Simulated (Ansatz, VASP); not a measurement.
**One calculation of Lu, two programs**

INCAR

```
ALGO     = Normal         # electronic algorithm
EDIFF    = 1E-6           # SCF threshold, eV
ENCUT    = 520            # plane-wave cutoff, eV
GGA      = PS             # functional
ISIF     = 2              # what is computed and relaxed
ISMEAR   = -1             # smearing method
LASPH    = T              # aspherical terms in the spheres
LCHARG   = F              # write CHGCAR
LREAL    = F              # projectors in reciprocal space
LWAVE    = F              # write WAVECAR
NBANDS   = 32             # bands
NELM     = 80             # most SCF steps
PREC     = Accurate       # precision mode
SIGMA    = 0.1            # smearing width, eV
```

KPOINTS

```
k-points
0
Gamma
  9 9 9
```

POSCAR

```
Lu
1.0
    0.0000000000      3.6350860223      3.6350860223
    3.6350860223      0.0000000000      3.6350860223
    3.6350860223      3.6350860223      0.0000000000
Lu
2
Direct
    0.1250000000      0.1250000000      0.1250000000
    0.8750000000      0.8750000000      0.8750000000
```

Input for Ansatz:

```yaml
crystal:
  lattice:
    - [0.0, 3.6350860223, 3.6350860223]
    - [3.6350860223, 0.0, 3.6350860223]
    - [3.6350860223, 3.6350860223, 0.0]
  atoms:
    - { symbol: Lu, position: [0.125, 0.125, 0.125] }
    - { symbol: Lu, position: [0.875, 0.875, 0.875] }
hamiltonian:
  xc: pbesol
  pseudopotentials:
    kind: paw
    azcp:
      Lu: "pseudopotentials/Lu.paw.azcp"
basis:
  ecutwfc: 420
  fft_grid_basis: typed
kpoints:
  mp_grid: { grid: [9, 9, 9], shift: [0, 0, 0] }
magnetization:
  spin_polarized: false
scf:
  occupations: { method: fermi_dirac, width: 0.1 }
  lower_state_search: "off"
output:
  stress: true
  write_density: true
  write_potential: true
  elf: true
  volumetric_format: npy
```

Alike in both runs: task single point; functional PBEsol; k mesh 9 × 9 × 9; occupations fermi-dirac, width 0.1 eV; no spin polarisation.

|  | VASP | Ansatz |
| --- | --- | --- |
| version | VASP 6.6.1 | Ansatz 0.2.0 |
| potentials or method | VASP PAW PBE potentials, release 64 (Lu), cutoff 520 eV | plane waves (420 eV) with PAW, scalar-relativistic |
| valence electrons in the cell | 50 | 50 |

|  | VASP | Ansatz | Ansatz less VASP |
| --- | --- | --- | --- |
| pressure (GPa) | -0.4 | -0.4 | -0.02 |

VASP's potentials were made for PBE, not for PBEsol, and Ansatz warns of the same on its side.

Neither program's run includes spin-orbit coupling.
